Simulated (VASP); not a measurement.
## Sr: single point with PBE

The system is Sr.

```
CELL_PARAMETERS angstrom
7.07070 0.00000 0.00000
-3.53535 6.12341 0.00000
0.00000 0.00000 3.81305
ATOMIC_POSITIONS crystal
Sr 0.00000 0.66627 0.00000
Sr 0.33373 0.33373 0.00000
Sr 0.66627 0.00000 0.00000
```

This isn't the form of Sr at room conditions, which is fcc.

| Quantity | Value |
| --- | --- |
| Program | VASP 6.6.1 |
| Task | single point |
| Functional | PBE |
| Potentials or basis | VASP PAW PBE potentials, release 64 (Sr_sv) |
| Cutoff | 520 eV |
| k mesh | 9 × 9 × 12 |
| Occupations | gaussian, width 0.1 eV |
| Spin | no spin polarisation |
| Dipole correction | no |
| Further INCAR settings | ALGO = Fast; EDIFF = 1e-07; NBANDS = 22 |

The pressure is 0.0 GPa and the largest force is 0.007 eV/Å. The band gap on the k mesh is zero (bands 15 and 16 overlap by 0.74 eV).

Forces on the atoms (eV/Å):
```
Sr  -0.003  0.006  0.000
Sr  -0.003 -0.006  0.000
Sr   0.007  0.000  0.000
```

Levels at points of the mesh, in eV from the Fermi level:
| k point | band 12 | band 13 | band 14 | band 15 | band 16 | band 17 | band 18 | band 19 |
| --- | --- | --- | --- | --- | --- | --- | --- | --- |
| (0.00, 0.00, 0.00) | -18.53 | -3.54 | 0.10 | 0.10 | 0.10 | 0.10 | 0.28 | 0.28 |
| (0.00, 0.00, 0.50) | -18.57 | -1.35 | -0.23 | 0.45 | 0.46 | 0.46 | 0.46 | 1.71 |

It took 4.3 min on 1 thread of Intel(R) Xeon(R) 6975P-C (Granite Rapids) (shared host), peak memory 0.43 GiB.
